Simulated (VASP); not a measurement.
# Ag (I4/mmm) in VASP: single point with LDA

Aim: the single point of Ag with LDA.

All numbers are computed with VASP 6.6.1; they aren't measurements. Logs are shortened: lines on timing, memory, paths and dates and some standing lists are left out, and cuts for length are marked.

## 1. The cell of the first run

It takes space group I4/mmm (No. 139, tetragonal). Conventional cell: a = 3.638 Å, b = 3.638 Å, c = 9.055 Å, α = 90.00°, β = 90.00°, γ = 90.00°. Within 3.9 Å of Ag (site symmetry 4mm) lie 9 Ag at 2.97 to 3.64 Å.

## 2. Single point, LDA

INCAR reads:

```
PREC = Accurate
ENCUT = 520
EDIFF = 1E-6
ISMEAR = -1
SIGMA = 0.02
LREAL = False
LASPH = True
NELM = 80
ALGO = Normal
ISIF = 2
LWAVE = False
LCHARG = False
NBANDS = 18
```

KPOINTS reads:

```
Automatic mesh
0
Gamma
  11 11 11
```

POSCAR reads:

```
Ag
1.0
   -1.8189340000      1.8189340000      4.5274670000
    1.8189340000     -1.8189340000      4.5274670000
    1.8189340000      1.8189340000     -4.5274670000
Ag
2
Direct
    0.6683900000      0.6683900000      0.0000000000
    0.3316100000      0.3316100000      0.0000000000
```

Potentials or basis: VASP PAW LDA potentials, release 64 (Ag).

Started as:

```bash
cat potpaw_LDA.64/Ag/POTCAR > POTCAR
mpirun -np 1 vasp_std > vasp.out
```

OUTCAR:

```text
PREC = Accurate
   ENCUT = 520
   EDIFF = 1E-6
   ISMEAR = -1
   LREAL = False
   LASPH = True
   NELM = 80
   ISIF = 2

 ion  position               nearest neighbor table
   1  0.668  0.668  0.000-   2 2.97   2 2.97   2 2.97   2 2.97   2 3.05
   2  0.332  0.332  0.000-   1 2.97   1 2.97   1 2.97   1 2.97   1 3.05

  LATTYP: Found a body centered tetragonal cell.
 ALAT       =     3.6378680000
 C/A-ratio  =     2.4890771188

  Lattice vectors:

 A1 = (  -1.8189340000,   1.8189340000,   4.5274670000)
 A2 = (   1.8189340000,  -1.8189340000,   4.5274670000)
 A3 = (   1.8189340000,   1.8189340000,  -4.5274670000)

Analysis of symmetry for initial positions (statically):
=====================================================================
 Subroutine PRICEL returns:
 Original cell was already a primitive cell.

 Routine SETGRP: Setting up the symmetry group for a
 body centered tetragonal supercell.

 Subroutine GETGRP returns: Found 16 space group operations
 (whereof 16 operations were pure point group operations)
 out of a pool of 16 trial point group operations.

The static configuration has the point symmetry D_4h.

Analysis of symmetry for dynamics (positions and initial velocities):
=====================================================================
 Subroutine PRICEL returns:
 Original cell was already a primitive cell.

 Routine SETGRP: Setting up the symmetry group for a
 body centered tetragonal supercell.

 Subroutine GETGRP returns: Found 16 space group operations
 (whereof 16 operations were pure point group operations)
 out of a pool of 16 trial point group operations.

The dynamic configuration has the point symmetry D_4h.

 Subroutine INISYM returns: Found 16 space group operations
 (whereof 16 operations are pure point group operations),
 and found     1 'primitive' translations

----------------------------------------------------------------------------------------

                                     Primitive cell

  volume of cell :      59.9169

  direct lattice vectors                    reciprocal lattice vectors
    -1.818934000  1.818934000  4.527467000     0.000000000  0.274886280  0.110437028
     1.818934000 -1.818934000  4.527467000     0.274886280  0.000000000  0.110437028
     1.818934000  1.818934000 -4.527467000     0.274886280  0.274886280  0.000000000

  length of vectors
     5.207206471  5.207206471  5.207206471     0.296241124  0.296241124  0.388747905

  position of ions in fractional coordinates (direct lattice)
     0.668390000  0.668390000  0.000000000
     0.331610000  0.331610000  0.000000000

  ion indices of the primitive-cell ions
   primitive index   ion index
                 1           1
                 2           2

----------------------------------------------------------------------------------------

 KPOINTS: Automatic mesh

Automatic generation of k-mesh.
 Grid dimensions read from file:
 generate k-points for:   11   11   11

 Generating k-lattice:

  Cartesian coordinates                     Fractional coordinates (reciprocal lattice)
     0.000000000  0.024989662  0.010039730     0.090909091  0.000000000 -0.000000000
     0.024989662  0.000000000  0.010039730     0.000000000  0.090909091 -0.000000000
     0.024989662  0.024989662  0.000000000     0.000000000  0.000000000  0.090909091

  Length of vectors
     0.026931011  0.026931011  0.035340719

  Shift w.r.t. Gamma in fractional coordinates (k-lattice)
     0.000000000  0.000000000  0.000000000

 Subroutine IBZKPT returns following result:
 ===========================================

 Found    126 irreducible k-points:

 Following reciprocal coordinates:
            Coordinates               Weight
  0.000000  0.000000  0.000000      1.000000
  0.090909 -0.000000  0.000000      8.000000
  0.181818 -0.000000  0.000000      8.000000
  0.272727  0.000000  0.000000      8.000000
  0.363636 -0.000000  0.000000      8.000000
  0.454545 -0.000000  0.000000      8.000000
[... 16 lines left out ...]
 -0.272727  0.181818  0.000000     16.000000
 -0.181818  0.181818  0.000000      4.000000
 [... further k-points ...]
   k-points           NKPTS =    126   k-points in BZ     NKDIM =    126   number of bands    NBANDS=     18
   number of dos      NEDOS =    301   number of ions     NIONS =      2
   total plane-waves  NPLWV =  64000
   dimension x,y,z NGX =    40 NGY =   40 NGZ =   40
   dimension x,y,z NGXF=    80 NGYF=   80 NGZF=   80
   ions per type =               2
   NGX,Y,Z   is equivalent  to a cutoff of  12.77, 12.77, 12.77 a.u.
   NGXF,Y,Z  is equivalent  to a cutoff of  25.54, 25.54, 25.54 a.u.
 SYSTEM =  unknown system
   PREC   = accura    normal or accurate (medium, high low for compatibility)
   ISTART =      0    job   : 0-new  1-cont  2-samecut
   ICHARG =      2    charge: 1-file 2-atom 10-const
   ISPIN  =      1    spin polarized calculation?
   LNONCOLLINEAR =      F non collinear calculations
   LSORBIT =      F    spin-orbit coupling
   LASPH  =      T    aspherical Exc in radial PAW
   ENCUT  =  520.0 eV  38.22 Ry    6.18 a.u.   9.68  9.68  9.68*2*pi/ulx,y,z
   NELM   =     80;   NELMIN=  2; NELMDL= -5     # of ELM steps
   EDIFF  = 0.1E-05   stopping-criterion for ELM
   LREAL  =      F    real-space projection
   EDIFFG = 0.1E-04   stopping-criterion for IOM
   NSW    =      0    number of steps for IOM
   IBRION =     -1    ionic relax: 0-MD 1-quasi-New 2-CG
   NFREE  =      0    steps in history (QN), initial steepest desc. (CG)
   ISIF   =      2    stress and relaxation
   ISYM   =      2    0-nonsym 1-usesym 2-fastsym
   POTIM  = 0.5000    time-step for ionic-motion
   TEBEG  =    0.0;   TEEND  =   0.0 temperature during run
   PSTRESS=    0.0 pullay stress
   NELECT =      22.0000    total number of electrons
   NUPDOWN=      -1.0000    fix difference up-down
   EMIN   =  10.00;   EMAX   =-10.00  energy-range for DOS
   EFERMI =   0.00;   METHOD = LEGACY
   ISMEAR =    -1;   SIGMA  =   0.02  broadening in eV -4-tet -1-fermi 0-gaus
   EFERMI_NEDOS =   21; number of points for ismear=-14 and -15
   IALGO  =     38    algorithm
   IMIX   =      4    mixing-type and parameters
     AMIX     =   0.40;   BMIX     =  1.00
     AMIX_MAG =   1.60;   BMIX_MAG =  1.00
  volume/ion in A,a.u.               =      29.96       202.17
  Fermi-wavevector in a.u.,A,eV,Ry     =   1.172284  2.215295 18.697789  1.374249
  Thomas-Fermi vector in A             =   2.308714
   LORBIT       =      0    0 simple, 1 ext, 2 COOP (PROOUT), +10 PAW based schemes
   GGA     = CA    functional components
   LHFCALC =     F    Hartree Fock is set to
   AEXX    =    0.0000 exact exchange contribution
   IVDW    =     0    specifies the selected vdW correction
   LEPSILON=     F    determine dielectric tensor
   LRPA    =     F    only Hartree local field effects (RPA)
 non-spin polarized calculation
  energy-cutoff  :      520.00
  volume of cell :       59.92
 maximum number of plane-waves:      1637
   NGX = 19   NGY = 19   NGZ = 19

 number of electron      22.0000001 magnetization

 Free energy of the ion-electron system (eV)
  ---------------------------------------------------
  ext. energy  EPLUGINS =         0.00000000
  ---------------------------------------------------
  free energy    TOTEN  =        -5.43321792 eV

  energy without entropy =       -5.43259096  energy(sigma->0) =       -5.43290444

 E-fermi :   2.3172     XC(G=0):  -9.3874

 val. band max:        2.2906832342   @ k =  -0.4545   0.4545   0.2727
 cond. band min:       2.3562319246   @ k =  -0.2727  -0.3636   0.2727
 fundamental gap:      0.0655486904
 Fermi energy:         2.3171560803

 k-point     1 :       0.0000    0.0000    0.0000
  band No.  band energies     occupation
      1      -2.4490      2.00000
      2      -2.0362      2.00000
      3      -1.5211      2.00000
      4      -1.4880      2.00000
      5      -1.3461      2.00000
      6      -1.1984      2.00000
[... 10 lines left out ...]
     17      13.5823      0.00000
     18      13.5824      0.00000

 k-point     2 :       0.0909   -0.0000    0.0000
  band No.  band energies     occupation
      1      -2.3439      2.00000
      2      -2.0144      2.00000
      3      -1.5468      2.00000
      4      -1.5314      2.00000
      5      -1.3523      2.00000
      6      -1.2373      2.00000
[... 10 lines left out ...]
     17      13.7132      0.00000
     18      13.7856      0.00000

 k-point     3 :       0.1818   -0.0000    0.0000
  band No.  band energies     occupation
      1      -2.0774      2.00000
      2      -1.9743      2.00000
      3      -1.6197      2.00000
      4      -1.5637      2.00000
      5      -1.4028      2.00000
      6      -1.3304      2.00000
[... 10 lines left out ...]
     17      13.8288      0.00000
     18      14.0781      0.00000

 k-point     4 :       0.2727    0.0000    0.0000
  band No.  band energies     occupation
      1      -1.9709      2.00000
      2      -1.8791      2.00000
      3      -1.6984      2.00000
      4      -1.5508      2.00000
      5      -1.4479      2.00000
      6      -1.3113      2.00000
[... 10 lines left out ...]
     17      13.9310      0.00000
     18      14.5603      0.00000

 k-point     5 :       0.3636   -0.0000    0.0000
  band No.  band energies     occupation
      1      -1.9911      2.00000
      2      -1.9069      2.00000
      3      -1.7411      2.00000
      4      -1.5629      2.00000
      5      -1.5028      2.00000
      6      -1.1215      2.00000
[... 10 lines left out ...]
     17      14.1046      0.00000
     18      14.7927      0.00000

 k-point     6 :       0.4545   -0.0000    0.0000
  band No.  band energies     occupation
      1      -2.0185      2.00000
      2      -1.9452      2.00000
      3      -1.7441      2.00000
      4      -1.6465      2.00000
      5      -1.4753      2.00000
      6      -0.9878      2.00000
[... 307 lines left out ...]
 k-point    21 :      -0.4545    0.1818    0.0000
  band No.  band energies     occupation
      1      -1.9604      2.00000
      2      -1.8179      2.00000
      3      -1.7244      2.00000
      4      -1.6087      2.00000
      5      -1.4242      2.00000
      6      -0.8834      2.00000
[... 10 lines left out ...]
     17      11.9140      0.00000
     18      12.9903      0.00000

 k-point    22 :      -0.3636    0.1818    0.0000
  band No.  band energies     occupation
      1      -1.9520      2.00000
      2      -1.7937      2.00000
      3      -1.6843      2.00000
      4      -1.5331      2.00000
      5      -1.3902      2.00000
      6      -1.0400      2.00000
[... 10 lines left out ...]
     17      11.3364      0.00000
     18      12.4846      0.00000

 k-point    23 :      -0.2727    0.1818    0.0000
  band No.  band energies     occupation
      1      -1.9051      2.00000
      2      -1.7991      2.00000
      3      -1.6402      2.00000
      4      -1.4696      2.00000
      5      -1.3555      2.00000
      6      -1.1908      2.00000
[... 10 lines left out ...]
     17      10.8966      0.00000
     18      13.4683      0.00000

 k-point    24 :      -0.1818    0.1818    0.0000
  band No.  band energies     occupation
      1      -1.8526      2.00000
      2      -1.8178      2.00000
      3      -1.7950      2.00000
      4      -1.4847      2.00000
      5      -1.3276      2.00000
      6      -1.1790      2.00000
[... 10 lines left out ...]
     17      10.6201      0.00000
     18      14.8402      0.00000

 [... further k-points ...]
[... 5 lines left out ...]
  --------------------------------------------------------------------------------------
  -------------------------------------------------------------------------------------
  Total       -4.3847322     -4.3847322     -3.8155079      0.0000000      0.0000000      0.0000000
  in kB     -117.2477428   -117.2477428   -102.0266848      0.0000000      0.0000000      0.0000000
  external PRESSURE =    -112.1740568 kB  Pullay stress =       0.0000000 kB

 VOLUME and BASIS-vectors are now :
 -----------------------------------------------------------------------------
  energy-cutoff  :      520.00
  volume of cell :       59.92
      direct lattice vectors                 reciprocal lattice vectors
    -1.818934000  1.818934000  4.527467000     0.000000000  0.274886280  0.110437028
     1.818934000 -1.818934000  4.527467000     0.274886280  0.000000000  0.110437028
     1.818934000  1.818934000 -4.527467000     0.274886280  0.274886280  0.000000000

 POSITION                                       TOTAL-FORCE (eV/Angst)
 -----------------------------------------------------------------------------------
      0.00000      0.00000      6.05223        -0.000000     -0.000000      0.464575
      0.00000      0.00000      3.00271         0.000000      0.000000     -0.464575
 -----------------------------------------------------------------------------------
    total drift:                               -0.000000     -0.000000      0.000000

  FREE ENERGIE OF THE ION-ELECTRON SYSTEM (eV)
  ---------------------------------------------------
  free  energy   TOTEN  =        -5.4332179162 eV

  energy  without entropy=       -5.4325909634  energy(sigma->0) =       -5.43290444
```

Run time: 2.1 min. Hardware: 1 thread of Intel Xeon Platinum 8375C at 2.90GHz (Ice Lake), shared host; peak memory 0.26 GiB.

Results:

```yaml
Free_energy: -5.4332 eV
Pressure: -11.2 GPa
Largest_force: 0.465 eV/Å
Band_gap_on_the_k_mesh: zero (band 11 reaches 4.03 eV, above the bottom of band 12 at 0.91 eV)
```

Forces on the atoms (eV/Å):
```
Ag   0.000  0.000  0.465
Ag   0.000  0.000 -0.465
```

Stress tensor (GPa, compression positive):
```
-11.72   0.00   0.00
  0.00 -11.72   0.00
  0.00   0.00 -10.20
```

Levels at points of the mesh, in eV from the Fermi level:
```tsv
k point	band 7	band 8	band 9	band 10	band 11	band 12	band 13	band 14	band 15	band 16
(0.00, 0.00, 0.00)	-3.52	-3.24	-3.24	-3.20	-2.63	3.91	4.70	8.35	8.35	11.18
```
